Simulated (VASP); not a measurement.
Input of a VASP 6.6.1 run:

POSCAR

```
Re
1.0
    0.0000000000      1.9466573441      1.9466573441
    1.9466573441      0.0000000000      1.9466573441
    1.9466573441      1.9466573441      0.0000000000
Re
1
Direct
    0.0000000000      0.0000000000      0.0000000000
```

INCAR.step1

```
SYSTEM = Re
PREC = Accurate ; ENCUT = 520
ISMEAR = -1 ; SIGMA = 0.1
LREAL = .False. ; LASPH = .True.
NELM = 60 ; NBANDS = 10
GGA = PE ; ALGO = Normal
EDIFF = 1E-4 ; LWAVE = .True.
LCHARG = .False.
```

The input INCAR.step2:

```
SYSTEM = Re
PREC = Accurate ; ENCUT = 520
EDIFF = 1E-6 ; ISMEAR = -1
SIGMA = 0.1 ; LREAL = .False.
LASPH = .True. ; NELM = 60
ALGO = Normal ; ISIF = 2
LWAVE = .False. ; LCHARG = .True.
METAGGA = R2SCAN ; LMIXTAU = .True.
LELF = .True. ; LVHAR = .True.
NBANDS = 10 ; ISTART = 1
```

Contents of KPOINTS:

```
Automatic mesh
0
Gamma
  16 16 16
  0 0 0
```

Potentials or basis: VASP PAW PBE potentials, release 64 (Re).

Run with:

```bash
$ cat potpaw_PBE.64/Re/POTCAR > POTCAR
$ cp INCAR.step1 INCAR
$ mpirun -np 1 vasp_std > vasp.out
$ cp INCAR.step2 INCAR
$ mpirun -np 1 vasp_std > vasp.out
```

(1) Predict the band gap on the k mesh.

(2) What does it give for the pressure?

Answers

(1) zero (an odd number of electrons rules out a gap without spin polarisation).

(2) -0.2 GPa.

Caveat: the PAW data sets were made with another functional, which shifts forces and pressure a little; spin-orbit coupling is left out, which moves the levels of the heavy elements.
